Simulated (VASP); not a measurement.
Ca:

```
Ca
1.0
     3.50655    0.00000    0.00000
     0.00000    3.50655    0.00000
     0.00000    0.00000    3.50655
Ca
1
Direct
  0.00000 0.00000 0.00000
```

This isn't the form of Ca at room conditions, which is fcc.

Base run:

```yaml
Program: VASP 6.6.1
Functional: r2SCAN0
Potentials_or_basis: VASP PAW PBE potentials, release 64 (Ca_sv)
Cutoff: 520 eV
k_mesh: 5 × 5 × 5
Occupations: fermi-dirac, width 0.1 eV
Spin: no spin polarisation
```

Its results: band gap on the k mesh zero (bands 5 and 6 overlap by 0.93 eV); pressure 0.4 GPa.

The run is repeated on the same cell with these changes: functional from r2SCAN0 to r2SCAN. What comes out?

Band gap on the k mesh zero (bands 5 and 6 overlap by 0.23 eV); pressure -0.2 GPa.

Caveats: the PAW data sets were made with another functional, which shifts forces and pressure a little.
